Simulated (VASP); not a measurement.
# AlC5 (P-62m) in VASP: notebook

AlC5 is run at these levels: PBE; tasks: single point, relaxation of cell and atoms.

Program: VASP 6.6.1. These are calculated values, not measurements. Logs are shortened: lines on timing, memory, paths and dates and some standing lists are left out, and cuts for length are marked.

## Step 1: The cell of the first run

The structure is hexagonal, space group P-62m (No. 189). Conventional cell: a = 5.149 Å, b = 5.149 Å, c = 4.627 Å, α = 90.00°, β = 90.00°, γ = 120.00°. Al (site symmetry -62m) has 18 C at 2.97 to 4.02 Å within 4.1 Å. C (site symmetry m2m) has 10 C at 2.84 to 3.23 Å and 2 Al at 2.97 Å within 3.7 Å. C (site symmetry -6) has 9 C at 2.84 to 2.97 Å and 3 Al at 2.97 Å within 3.7 Å.

The cell was built from a structure type or drawn by symmetry, and may not be a known phase.

## Step 2: Single point, PBE

File INCAR:

```
PREC     = Accurate       # precision mode
ENCUT    = 520            # plane-wave cutoff, eV
EDIFF    = 1E-6           # SCF threshold, eV
ISMEAR   = 0              # smearing method
SIGMA    = 0.1            # smearing width, eV
LREAL    = False          # projectors in reciprocal space
LASPH    = True           # aspherical terms in the spheres
NELM     = 80             # most SCF steps
ALGO     = Normal         # electronic algorithm
ISIF     = 2              # what is computed and relaxed
LWAVE    = False          # write WAVECAR
LCHARG   = False          # write CHGCAR
GGA      = PE             # functional
NBANDS   = 20             # bands
```

File KPOINTS:

```
Automatic mesh
0
Gamma
  6 6 4
```

File POSCAR:

```
AlC5
1.0
    5.1493361800      0.0000000000      0.0000000000
   -2.5746680900      4.4594559400      0.0000000000
    0.0000000000      0.0000000000      4.6271639600
Al C
1 5
Direct
    0.0000000000      0.0000000000      0.5000000000
    0.0000000000      0.6383360000      0.0000000000
    0.6383360000      0.0000000000      0.0000000000
    0.3616640000      0.3616640000      0.0000000000
    0.6666666700      0.3333333300      0.5000000000
    0.3333333300      0.6666666700      0.5000000000
```

Potentials or basis: VASP PAW PBE potentials, release 64 (Al, C).

Command:

```
cat potpaw_PBE.64/Al/POTCAR potpaw_PBE.64/C/POTCAR > POTCAR
mpirun -np 1 vasp_std > vasp.out
```

OUTCAR:

```text
PREC = Accurate
   ENCUT = 520
   EDIFF = 1E-6
   ISMEAR = 0
   LREAL = False
   LASPH = True
   NELM = 80
   ISIF = 2
   GGA = PE

 ion  position               nearest neighbor table
   1  0.000  0.000  0.500-
   2  0.000  0.638  0.000-
   3  0.638  0.000  0.000-
   4  0.362  0.362  0.000-
   5  0.667  0.333  0.500-
   6  0.333  0.667  0.500-

  LATTYP: Found a hexagonal cell.
 ALAT       =     5.1493361800
 C/A-ratio  =     0.8985942650

  Lattice vectors:

 A1 = (   5.1493361800,   0.0000000000,   0.0000000000)
 A2 = (  -2.5746680900,   4.4594559400,   0.0000000000)
 A3 = (   0.0000000000,   0.0000000000,   4.6271639600)

Analysis of symmetry for initial positions (statically):
=====================================================================
 Subroutine PRICEL returns:
 Original cell was already a primitive cell.

 Routine SETGRP: Setting up the symmetry group for a
 hexagonal supercell.

 Subroutine GETGRP returns: Found 12 space group operations
 (whereof 12 operations were pure point group operations)
 out of a pool of 24 trial point group operations.

The static configuration has the point symmetry D_3h.

Analysis of symmetry for dynamics (positions and initial velocities):
=====================================================================
 Subroutine PRICEL returns:
 Original cell was already a primitive cell.

 Routine SETGRP: Setting up the symmetry group for a
 hexagonal supercell.

 Subroutine GETGRP returns: Found 12 space group operations
 (whereof 12 operations were pure point group operations)
 out of a pool of 24 trial point group operations.

The dynamic configuration has the point symmetry D_3h.

 Subroutine INISYM returns: Found 12 space group operations
 (whereof 12 operations are pure point group operations),
 and found     1 'primitive' translations

----------------------------------------------------------------------------------------

                                     Primitive cell

  volume of cell :     106.2547
[... 87 lines left out ...]
   ISPIN  =      1    spin polarized calculation?
   LNONCOLLINEAR =      F non collinear calculations
   LSORBIT =      F    spin-orbit coupling
   LASPH  =      T    aspherical Exc in radial PAW
   ENCUT  =  520.0 eV  38.22 Ry    6.18 a.u.   9.57  9.57  8.60*2*pi/ulx,y,z
   NELM   =     80;   NELMIN=  2; NELMDL= -5     # of ELM steps
   EDIFF  = 0.1E-05   stopping-criterion for ELM
   LREAL  =      F    real-space projection
   EDIFFG = 0.1E-04   stopping-criterion for IOM
   NSW    =      0    number of steps for IOM
   IBRION =     -1    ionic relax: 0-MD 1-quasi-New 2-CG
   NFREE  =      0    steps in history (QN), initial steepest desc. (CG)
   ISIF   =      2    stress and relaxation
   ISYM   =      2    0-nonsym 1-usesym 2-fastsym
   POTIM  = 0.5000    time-step for ionic-motion
   TEBEG  =    0.0;   TEEND  =   0.0 temperature during run
   PSTRESS=    0.0 pullay stress
   NELECT =      23.0000    total number of electrons
   NUPDOWN=      -1.0000    fix difference up-down
   EMIN   =  10.00;   EMAX   =-10.00  energy-range for DOS
   EFERMI =   0.00;   METHOD = LEGACY
   ISMEAR =     0;   SIGMA  =   0.10  broadening in eV -4-tet -1-fermi 0-gaus
   EFERMI_NEDOS =   21; number of points for ismear=-14 and -15
   IALGO  =     38    algorithm
   IMIX   =      4    mixing-type and parameters
     AMIX     =   0.40;   BMIX     =  1.00
     AMIX_MAG =   1.60;   BMIX_MAG =  1.00
  volume/ion in A,a.u.               =      17.71       119.51
  Fermi-wavevector in a.u.,A,eV,Ry     =   0.982958  1.857520 13.146025  0.966206
  Thomas-Fermi vector in A             =   2.114079
   LORBIT       =      0    0 simple, 1 ext, 2 COOP (PROOUT), +10 PAW based schemes
   GGA     = PE    functional components
   LHFCALC =     F    Hartree Fock is set to
   AEXX    =    0.0000 exact exchange contribution
   IVDW    =     0    specifies the selected vdW correction
   LEPSILON=     F    determine dielectric tensor
   LRPA    =     F    only Hartree local field effects (RPA)
 non-spin polarized calculation
 Gauss-broadening in eV      SIGMA  =   0.10
  energy-cutoff  :      520.00
  volume of cell :      106.25
 maximum number of plane-waves:      2886
 NGX is ok and might be reduce to    40
   NGX = 19   NGY = 19   NGZ = 17

 number of electron      23.0000001 magnetization

 Free energy of the ion-electron system (eV)
  ---------------------------------------------------
  ext. energy  EPLUGINS =         0.00000000
  ---------------------------------------------------
  free energy    TOTEN  =       -20.71109467 eV

  energy without entropy =      -20.68299766  energy(sigma->0) =      -20.69704617

 E-fermi :   0.9078     XC(G=0):  -9.0006

 val. band max:        0.8898510391   @ k =   0.1667   0.1667   0.2500
 cond. band min:       0.9433591279   @ k =   0.1667   0.1667   0.0000
 fundamental gap:      0.0535080888
 Fermi energy:         0.9077975261

 k-point     1 :       0.0000    0.0000    0.0000
  band No.  band energies     occupation
      1     -10.1911      2.00000
      2      -6.9108      2.00000
      3      -6.7487      2.00000
      4      -6.6752      2.00000
      5      -6.6752      2.00000
      6      -2.0736      2.00000
[... 472 lines left out ...]
     19       2.9539      0.00000
     20       2.9539      0.00000

------------------------ aborting loop because EDIFF is reached ----------------------------------------

  FORCE on cell =-STRESS in cart. coord.  units (eV):
  Direction    XX          YY          ZZ          XY          YZ          ZX
  --------------------------------------------------------------------------------------
  -------------------------------------------------------------------------------------
  Total      -15.7740639    -15.7740639    -16.8499710      0.0000000     -0.0000000      0.0000000
  in kB     -237.8516488   -237.8516483   -254.0748786      0.0000000     -0.0000000      0.0000000
  external PRESSURE =    -243.2593919 kB  Pullay stress =       0.0000000 kB

 VOLUME and BASIS-vectors are now :
 -----------------------------------------------------------------------------
  energy-cutoff  :      520.00
  volume of cell :      106.25
      direct lattice vectors                 reciprocal lattice vectors
     5.149336180  0.000000000  0.000000000     0.194199789  0.112121301  0.000000000
    -2.574668090  4.459455940  0.000000000     0.000000000  0.224242601  0.000000000
     0.000000000  0.000000000  4.627163960     0.000000000  0.000000000  0.216115100

 POSITION                                       TOTAL-FORCE (eV/Angst)
 -----------------------------------------------------------------------------------
      0.00000      0.00000      2.31358        -0.000000      0.000000      0.000000
     -1.64350      2.84663      0.00000         0.076768     -0.132966      0.000000
      3.28701      0.00000      0.00000        -0.153536      0.000000     -0.000000
      0.93116      1.61282      0.00000         0.076768      0.132966     -0.000000
      2.57467      1.48649      2.31358        -0.000000     -0.000000      0.000000
     -0.00000      2.97297      2.31358        -0.000000      0.000000      0.000000
 -----------------------------------------------------------------------------------
    total drift:                                0.000000      0.000000     -0.000000

  FREE ENERGIE OF THE ION-ELECTRON SYSTEM (eV)
  ---------------------------------------------------
  free  energy   TOTEN  =       -20.7110946721 eV

  energy  without entropy=      -20.6829976591  energy(sigma->0) =      -20.69704617
```

OSZICAR:

```text
N       E                     dE             d eps       ncg     rms          rms(c)
DAV:   1     0.527981209114E+02    0.52798E+02   -0.92218E+03   840   0.941E+02
DAV:   2    -0.154162603079E+02   -0.68214E+02   -0.65782E+02  1108   0.144E+02
DAV:   3    -0.207623937966E+02   -0.53461E+01   -0.51145E+01  1044   0.366E+01
DAV:   4    -0.210063870723E+02   -0.24399E+00   -0.23308E+00  1344   0.701E+00
DAV:   5    -0.210103128768E+02   -0.39258E-02   -0.39112E-02  1152   0.891E-01    0.219E+00
DAV:   6    -0.207800589204E+02    0.23025E+00   -0.28014E-01  1216   0.169E+00    0.126E+00
DAV:   7    -0.207288146101E+02    0.51244E-01   -0.25737E-01  1224   0.169E+00    0.899E-01
DAV:   8    -0.207117306901E+02    0.17084E-01   -0.11481E-01  1412   0.101E+00    0.314E-01
DAV:   9    -0.207109695858E+02    0.76110E-03   -0.13702E-02  1000   0.595E-01    0.123E-01
DAV:  10    -0.207110667302E+02   -0.97144E-04   -0.11126E-03  1380   0.143E-01    0.589E-02
DAV:  11    -0.207110975952E+02   -0.30865E-04   -0.13608E-04  1252   0.573E-02    0.119E-02
DAV:  12    -0.207110937588E+02    0.38364E-05   -0.19629E-05  1052   0.214E-02    0.524E-03
DAV:  13    -0.207110946721E+02   -0.91328E-06   -0.23425E-06   896   0.759E-03
   1 F= -.20711095E+02 E0= -.20697046E+02  d E =-.280970E-01
```

stdout:

```text
POSCAR found type information on POSCAR AlC
 POSCAR found :  2 types and       6 ions
 scaLAPACK will be used
 LDA part: xc-table for (Slater+PW92), standard interpolation
 POSCAR, INCAR and KPOINTS ok, starting setup
 FFT: planning ... GRIDC
 FFT: planning ... GRID_SOFT
 FFT: planning ... GRID
 WAVECAR not read
 entering main loop
```

Wall time 47 s (1 thread of Intel Xeon Platinum 8488C (Sapphire Rapids), shared host); peak memory 0.23 GiB.

What came out:

```
Free energy            : -20.7111 eV
Pressure               : -24.3 GPa
Largest force          : 0.154 eV/Å
Band gap on the k mesh : zero (an odd number of electrons rules out a gap without spin polarisation)
```

Forces on the atoms (eV/Å):
```
Al   0.000  0.000  0.000
C    0.077 -0.133  0.000
C   -0.154  0.000  0.000
C    0.077  0.133  0.000
C    0.000  0.000  0.000
C    0.000  0.000  0.000
```

Levels at points of the mesh, in eV from the Fermi level:
```tsv
k point	band 8	band 9	band 10	band 11	band 12	band 13	band 14	band 15	band 16	band 17
(0.00, 0.00, 0.00)	-1.93	-1.93	-0.81	-0.33	-0.33	0.52	0.52	0.70	0.97	0.97
(0.50, 0.00, 0.00)	-1.71	-1.46	-0.66	-0.26	-0.11	-0.02	0.34	0.88	1.42	1.77
(0.00, 0.00, 0.50)	-1.98	-1.98	-1.11	-0.91	-0.91	-0.48	-0.48	0.89	1.46	2.41
(0.50, 0.00, 0.50)	-2.57	-0.68	-0.43	-0.41	1.06	1.14	1.15	1.38	1.54	1.80
```

Caveat: the cell stands under tension.

## Step 3: Relaxation of cell and atoms, PBE

This run uses another cell than the first one, of 7.95 Å³/atom.

File INCAR:

```
PREC = Accurate ; ENCUT = 600
EDIFF = 1E-6 ; ISMEAR = 0
SIGMA = 0.1 ; LREAL = F
LASPH = T ; NELM = 60
ALGO = Normal ; ISIF = 3
LWAVE = F ; LCHARG = F
GGA = PE ; IBRION = 2
NSW = 100 ; EDIFFG = -0.01
```

File KPOINTS:

```
regular mesh
0
Gamma
  12 12 10
```

File POSCAR:

```
AlC5
1.0
    3.8283544318      0.0000000000      0.0000000000
   -1.9141772159      3.3154521927      0.0000000000
    0.0000000000      0.0000000000      3.7573730523
Al C
1 5
Direct
    0.0000000000      0.0000000000      0.5000000000
    0.0000000000      0.6152609806      0.0000000000
    0.6152609806      0.0000000000      0.0000000000
    0.3847390194      0.3847390194      0.0000000000
    0.6666666667      0.3333333333      0.5000000000
    0.3333333333      0.6666666667      0.5000000000
```

Potentials or basis: VASP PAW PBE potentials, release 64 (Al, C).

Command:

```
cat potpaw_PBE.64/Al/POTCAR potpaw_PBE.64/C/POTCAR > POTCAR
mpirun -np 1 vasp_std > vasp.out
```

Wall time 20 min (1 thread of Intel Xeon Platinum 8488C (Sapphire Rapids), shared host); peak memory 0.24 GiB.

It converged, with:

```yaml
Free_energy: -32.7541 eV
Relaxed_volume: 9.52 Å³/atom
Relaxed_cell: a = 3.383 Å, b = 3.383 Å, c = 5.762 Å, α = 90.00°, β = 90.00°, γ = 120.00°
Space_group_after_relaxing_to_0.1_Å: P6/mmm (No. 191)
Energy_gained_by_relaxing: 495.2 meV/atom
Ionic_steps: 30
Pressure_after_relaxing: 0.0 GPa
Largest_force_after_relaxing: 0.008 eV/Å
Band_gap_on_the_k_mesh: zero (an odd number of electrons rules out a gap without spin polarisation)
```

Forces on the atoms (eV/Å):
```
Al   0.000  0.000  0.000
C   -0.004  0.007  0.000
C    0.008  0.000  0.000
C   -0.004 -0.007  0.000
C    0.000  0.000  0.000
C    0.000  0.000  0.000
```

Step by step:
| step | energy change (eV) | largest force (eV/Å) | pressure (GPa) | volume (Å³) |
| --- | --- | --- | --- | --- |
| 1 | 0.0000 | 0.0811 | 0.83 | 47.69 |
| 2 | -0.0241 | 0.1615 | 0.28 | 47.97 |
| 3 | -0.0928 | 0.3549 | -1.12 | 48.77 |
| 4 | -0.2286 | 1.0362 | -2.54 | 50.18 |
| 5 | -0.6259 | 2.4660 | 1.48 | 52.31 |
| 6 | -1.2420 | 3.6749 | 20.43 | 54.04 |
| 7 | -0.9481 | 3.1106 | 5.35 | 53.30 |
| 8 | -1.3739 | 3.5137 | 12.33 | 53.87 |
| 9 | -1.3822 | 3.5992 | 14.62 | 53.95 |
| 10 | -1.3840 | 3.6015 | 14.64 | 53.98 |
| 11 | -1.3890 | 3.6069 | 14.67 | 54.07 |
| 12 | -1.3967 | 3.6152 | 14.74 | 54.25 |
| 13 | -1.4021 | 3.6226 | 14.94 | 54.59 |
| 14 | -1.4125 | 3.6150 | 14.81 | 54.62 |
| 15 | -1.4435 | 3.5922 | 14.45 | 54.72 |
| 16 | -1.5045 | 3.5447 | 13.69 | 54.92 |
| 17 | -1.6223 | 3.4442 | 12.25 | 55.31 |
| 18 | -1.8403 | 3.2182 | 9.48 | 56.11 |
| 19 | -2.2017 | 2.6884 | 4.32 | 57.74 |
| 20 | -2.6114 | 1.4925 | -4.19 | 61.07 |
| 21 | -2.6604 | 0.9437 | -7.27 | 62.62 |
| 22 | -2.7255 | 0.8140 | -6.37 | 61.94 |
| 23 | -2.8731 | 0.4088 | -3.36 | 59.94 |
| 24 | -2.9305 | 0.4547 | 4.34 | 56.04 |
| 25 | -2.9490 | 0.1472 | 1.41 | 57.37 |
| 26 | -2.9638 | 0.1331 | 0.12 | 57.49 |
| 27 | -2.9684 | 0.1189 | -1.07 | 57.61 |
| 28 | -2.9684 | 0.1199 | -0.99 | 57.60 |
| 29 | -2.9704 | 0.0720 | -0.55 | 57.39 |
| 30 | -2.9713 | 0.0083 | 0.05 | 57.10 |

Final structure:
```yaml
crystal:
  lattice:
    - [3.38255, 0.00000, 0.00000]
    - [-1.69127, 2.92937, 0.00000]
    - [0.00000, 0.00000, 5.76247]
  atoms:
    - { symbol: Al, position: [0.00000, 0.00000, 0.50000] }
    - { symbol: C, position: [0.00000, 0.49986, 0.00000] }
    - { symbol: C, position: [0.49986, 0.00000, 0.00000] }
    - { symbol: C, position: [0.50014, 0.50014, 0.00000] }
    - { symbol: C, position: [0.66667, 0.33333, 0.50000] }
    - { symbol: C, position: [0.33333, 0.66667, 0.50000] }
```

Levels at points of the mesh, in eV from the Fermi level:
| k point | band 9 | band 10 | band 11 | band 12 | band 13 | band 14 |
| --- | --- | --- | --- | --- | --- | --- |
| (0.00, 0.00, 0.00) | -3.33 | -2.94 | -2.57 | -2.57 | -0.77 | -0.77 |
| (0.50, 0.00, 0.00) | -3.08 | -2.98 | -0.81 | 1.20 | 2.83 | 3.08 |
| (0.00, 0.00, 0.50) | -4.54 | -3.36 | -2.64 | -2.64 | -0.82 | -0.82 |
| (0.50, 0.00, 0.50) | -3.09 | -2.75 | -1.45 | -0.86 | 3.10 | 3.21 |

Caveat: the volume moved by over 15 % at a fixed basis, so the end points are rough.
